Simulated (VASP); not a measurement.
# MgF2 (P4_2/mnm) in VASP: a series of runs, part 2 of 2

VASP 6.6.1.

## 3. Electric field gradients, LDA (11.16 Å³/atom)

INCAR

```
  PREC = Accurate
  ENCUT = 520
  EDIFF = 1E-8
  ISMEAR = -1
  SIGMA = 0.02
  LREAL = False
  LASPH = True
  NELM = 120
  ALGO = Normal
  ISIF = 2
  LWAVE = False
  LCHARG = False
  GGA = CA
  LEFG = True
  NBANDS = 25
  GGA_COMPAT = False
```

KPOINTS

```
Automatic mesh
0
Gamma
  5 5 7
```

POSCAR

```
MgF2
1.0
    4.6821135529      0.0000000000      0.0000000000
    0.0000000000      4.6821135529      0.0000000000
    0.0000000000      0.0000000000      3.0555874460
Mg F
2 4
Direct
    0.0000000000      0.0000000000      0.0000000000
    0.5000000000      0.5000000000      0.5000000000
    0.3028000000      0.3028000000      0.0000000000
    0.1972000000      0.8028000000      0.5000000000
    0.6972000000      0.6972000000      0.0000000000
    0.8028000000      0.1972000000      0.5000000000
```

Potentials or basis: VASP PAW LDA potentials, release 64 (Mg, F).

The run is started by

```sh
$ cat potpaw_LDA.64/Mg/POTCAR potpaw_LDA.64/F/POTCAR > POTCAR
$ mpirun -np 1 vasp_std > vasp.out
```

OUTCAR:

```text
PREC = Accurate
   ENCUT = 520
   EDIFF = 1E-8
   ISMEAR = -1
   LREAL = False
   LASPH = True
   NELM = 120
   ISIF = 2
   GGA = CA

 ion  position               nearest neighbor table
   1  0.000  0.000  0.000-   3 2.00   5 2.00   4 2.01   6 2.01   4 2.01   6 2.01   2 3.65   2 3.65
                             2 3.65   2 3.65   2 3.65   2 3.65   2 3.65   2 3.65
   2  0.500  0.500  0.500-   4 2.00   6 2.00   5 2.01   3 2.01   3 2.01   5 2.01   1 3.65   1 3.65
                             1 3.65   1 3.65   1 3.65   1 3.65   1 3.65   1 3.65
   3  0.303  0.303  0.000-   1 2.00   2 2.01   2 2.01
   4  0.197  0.803  0.500-   2 2.00   1 2.01   1 2.01
   5  0.697  0.697  0.000-   1 2.00   2 2.01   2 2.01
   6  0.803  0.197  0.500-   2 2.00   1 2.01   1 2.01

  LATTYP: Found a simple tetragonal cell.
 ALAT       =     4.6821135529
 C/A-ratio  =     0.6526085733

  Lattice vectors:

 A1 = (   4.6821135529,   0.0000000000,   0.0000000000)
 A2 = (   0.0000000000,   4.6821135529,   0.0000000000)
 A3 = (   0.0000000000,   0.0000000000,   3.0555874460)

Analysis of symmetry for initial positions (statically):
=====================================================================
 Subroutine PRICEL returns:
 Original cell was already a primitive cell.

 Routine SETGRP: Setting up the symmetry group for a
 simple tetragonal supercell.

 Subroutine GETGRP returns: Found 16 space group operations
 (whereof  8 operations were pure point group operations)
 out of a pool of 16 trial point group operations.

The static configuration has the point symmetry D_2h.
 The point group associated with its full space group is D_4h.

Analysis of symmetry for dynamics (positions and initial velocities):
=====================================================================
 Subroutine PRICEL returns:
[... 852 lines left out ...]
  external PRESSURE =     -84.1294836 kB  Pullay stress =       0.0000000 kB

 VOLUME and BASIS-vectors are now :
 -----------------------------------------------------------------------------
  energy-cutoff  :      520.00
  volume of cell :       66.99
      direct lattice vectors                 reciprocal lattice vectors
     4.682113553  0.000000000  0.000000000     0.213578759  0.000000000  0.000000000
     0.000000000  4.682113553  0.000000000     0.000000000  0.213578759  0.000000000
     0.000000000  0.000000000  3.055587446     0.000000000  0.000000000  0.327269312

 POSITION                                       TOTAL-FORCE (eV/Angst)
 -----------------------------------------------------------------------------------
      0.00000      0.00000      0.00000         0.000000      0.000000     -0.000000
      2.34106      2.34106      1.52779         0.000000      0.000000     -0.000000
      1.41774      1.41774      0.00000         0.059016      0.059016     -0.000000
      0.92331      3.75880      1.52779        -0.059016      0.059016     -0.000000
      3.26437      3.26437      0.00000        -0.059016     -0.059016      0.000000
      3.75880      0.92331      1.52779         0.059016     -0.059016      0.000000
 -----------------------------------------------------------------------------------
    total drift:                                0.000000      0.000000      0.000000

  FREE ENERGIE OF THE ION-ELECTRON SYSTEM (eV)
  ---------------------------------------------------
  free  energy   TOTEN  =       -34.9404879941 eV

  energy  without entropy=      -34.9404879941  energy(sigma->0) =      -34.94048799

 Electric field gradients (V/A^2)
---------------------------------------------------------------------
 ion       V_xx      V_yy      V_zz      V_xy      V_xz      V_yz
---------------------------------------------------------------------
   1       2.620     2.620    -5.239    -2.868     0.000    -0.000
   2       2.620     2.620    -5.239     2.868     0.000     0.000
   3      -7.784    -7.784    15.567    43.377    -0.000    -0.000
   4      -7.784    -7.784    15.567   -43.377    -0.000    -0.000
   5      -7.784    -7.784    15.567    43.377     0.000     0.000
   6      -7.784    -7.784    15.567   -43.377     0.000    -0.000
---------------------------------------------------------------------

 Electric field gradients after diagonalization (V/A^2)
 (convention: |V_zz| > |V_xx| > |V_yy|)
----------------------------------------------------------------------
 ion       V_xx      V_yy      V_zz     asymmetry (V_yy - V_xx)/ V_zz
----------------------------------------------------------------------
   1      -5.239    -0.249     5.488       0.909
   2      -5.239    -0.249     5.488       0.909
   3      35.594    15.567   -51.161       0.391
   4      35.594    15.567   -51.161       0.391
   5      35.594    15.567   -51.161       0.391
   6      35.594    15.567   -51.161       0.391
----------------------------------------------------------------------

           NMR quadrupolar parameters

 Cq : quadrupolar parameter    Cq=e*Q*V_zz/h
 eta: asymmetry parameters     (V_yy - V_xx)/ V_zz
 Q  : nuclear electric quadrupole moment in mb (millibarn)
----------------------------------------------------------------------
 ion       Cq(MHz)       eta       Q (mb)
----------------------------------------------------------------------
   1       0.013       0.909       1.000
   2       0.013       0.909       1.000
   3      -0.124       0.391       1.000
   4      -0.124       0.391       1.000
   5      -0.124       0.391       1.000
   6      -0.124       0.391       1.000
----------------------------------------------------------------------
```

OSZICAR:

```text
N       E                     dE             d eps       ncg     rms          rms(c)
DAV:   1     0.160922345891E+03    0.16092E+03   -0.17556E+04  1248   0.119E+03
DAV:   2    -0.293425523216E+02   -0.19026E+03   -0.18367E+03  1454   0.283E+02
DAV:   3    -0.374419430899E+02   -0.80994E+01   -0.80763E+01  1465   0.566E+01
DAV:   4    -0.374844428522E+02   -0.42500E-01   -0.42494E-01  1378   0.473E+00
DAV:   5    -0.374846436203E+02   -0.20077E-03   -0.20076E-03  1491   0.314E-01    0.944E+00
DAV:   6    -0.350255035574E+02    0.24591E+01   -0.74469E+00  1297   0.194E+01    0.294E+00
DAV:   7    -0.349710293449E+02    0.54474E-01   -0.69812E-02  1318   0.182E+00    0.179E+00
DAV:   8    -0.349406205704E+02    0.30409E-01   -0.38840E-02  1372   0.194E+00    0.191E-01
DAV:   9    -0.349404166112E+02    0.20396E-03   -0.82128E-04  1435   0.218E-01    0.752E-02
DAV:  10    -0.349404890418E+02   -0.72431E-04   -0.32896E-05  1344   0.456E-02    0.765E-03
DAV:  11    -0.349404879494E+02    0.10923E-05   -0.35864E-06  1499   0.140E-02    0.216E-03
DAV:  12    -0.349404879971E+02   -0.47689E-07   -0.11010E-07  1394   0.268E-03    0.739E-04
DAV:  13    -0.349404879941E+02    0.29763E-08   -0.10539E-08   898   0.823E-04
   1 F= -.34940488E+02 E0= -.34940488E+02  d E =-.252473E-11
```

stdout:

```text
POSCAR found type information on POSCAR MgF
 POSCAR found :  2 types and       6 ions
 scaLAPACK will be used
 LDA part: xc-table for (Slater(with rela. corr.)+CA(PZ))
 , standard interpolation
 POSCAR, INCAR and KPOINTS ok, starting setup
 FFT: planning ... GRIDC
 FFT: planning ... GRID_SOFT
 FFT: planning ... GRID
 WAVECAR not read
 entering main loop
ion   1

ion   2

ion   3

ion   4

ion   5

ion   6
```

It took 27 s on 1 thread of Intel Xeon 8259CL, shared host; peak memory 0.17 GiB.

What came out:

- Free energy: -34.9405 eV
- Pressure: -8.4 GPa
- Largest force: 0.083 eV/Å
- Band gap on the k mesh: 6.59 eV
- Largest electric field gradient by atom: Mg +5.5; F -51.2 V/Å²

Forces in eV/Å, atoms in the order of the input:
```
Mg   0.000  0.000  0.000
Mg   0.000  0.000  0.000
F    0.059  0.059  0.000
F   -0.059  0.059  0.000
F   -0.059 -0.059  0.000
F    0.059 -0.059  0.000
```

Stress tensor (GPa, compression positive):
```
-8.69  0.00  0.00
 0.00 -8.69  0.00
 0.00  0.00 -7.86
```

Electric field gradients, principal values (V/Å²):
```csv
atom,least,middle,greatest (by size)
1 Mg,-0.249,-5.239,5.488
2 Mg,-0.249,-5.239,5.488
3 F,15.567,35.594,-51.161
4 F,15.567,35.594,-51.161
5 F,15.567,35.594,-51.161
6 F,15.567,35.594,-51.161
```

Caveat: the cell stands under tension; without QUAD_EFG the Cq values of the log hold for a quadrupole moment of 1 mb, not for the nuclei; an odd mesh through Γ misses points on the zone boundary, where band edges can lie.

## 4. Single point, LDA

This run uses another cell than the first one, of 10.73 Å³/atom.

POSCAR, as its differences from that of step 3:

```diff
@@ -2,5 +2,5 @@
 1.0
-    4.6821135529      0.0000000000      0.0000000000
-    0.0000000000      4.6821135529      0.0000000000
-    0.0000000000      0.0000000000      3.0555874460
+    4.6213000000      0.0000000000      0.0000000000
+    0.0000000000      4.6213000000      0.0000000000
+    0.0000000000      0.0000000000      3.0159000000
 Mg F
```

INCAR.step1

```
SYSTEM = MgF2
  ALGO = Normal
  EDIFF = 1E-6
  ENCUT = 520
  GGA_COMPAT = .FALSE.
  ISIF = 2
  ISMEAR = -1
  LASPH = .TRUE.
  LCHARG = .TRUE.
  LORBIT = 11
  LREAL = .FALSE.
  LWAVE = .FALSE.
  NBANDS = 25
  NEDOS = 2001
  NELM = 120
  PREC = Accurate
  SIGMA = 0.02
```

KPOINTS.step1

```
k-points
0
G
  5 5 7
  0 0 0
```

INCAR.step2

```
SYSTEM = MgF2
  ALGO = Normal
  EDIFF = 1E-6
  ENCUT = 520
  GGA_COMPAT = .FALSE.
  ICHARG = 11
  ISIF = 2
  ISMEAR = -5
  LASPH = .TRUE.
  LCHARG = .FALSE.
  LORBIT = 10
  LREAL = .FALSE.
  LWAVE = .FALSE.
  NEDOS = 1001
  NELM = 120
  PREC = Accurate
  SIGMA = 0.02
```

KPOINTS.step2

```
k-points
0
G
  8 8 11
  0 0 0
```

The run is started by

```sh
$ cat potpaw_LDA.64/Mg/POTCAR potpaw_LDA.64/F/POTCAR > POTCAR
$ cp INCAR.step1 INCAR
$ cp KPOINTS.step1 KPOINTS
$ mpirun -np 1 vasp_std > vasp.out
$ cp INCAR.step2 INCAR
$ cp KPOINTS.step2 KPOINTS
$ mpirun -np 1 vasp_std > vasp.out
```

Run time: 77 s. Hardware: 1 thread of Intel Xeon 8259CL, shared host; peak memory 0.22 GiB.

The run converged. Its results:

```
Valence electrons inside the program's atomic spheres : Mg 0.39; F 6.13
```

Levels at points of the mesh, in eV from the valence-band top:
```
           k point  band 13  band 14  band 15  band 16  band 17  band 18  band 19  band 20
(0.00, 0.00, 0.00)    -0.74    -0.34    -0.34     0.00     6.86    11.94    11.94    13.44
(0.50, 0.00, 0.00)    -1.00    -1.00    -0.40    -0.40     9.27     9.27    13.20    13.20
(0.50, 0.50, 0.00)    -1.01    -1.01    -0.83    -0.83    11.00    11.00    11.02    11.02
```
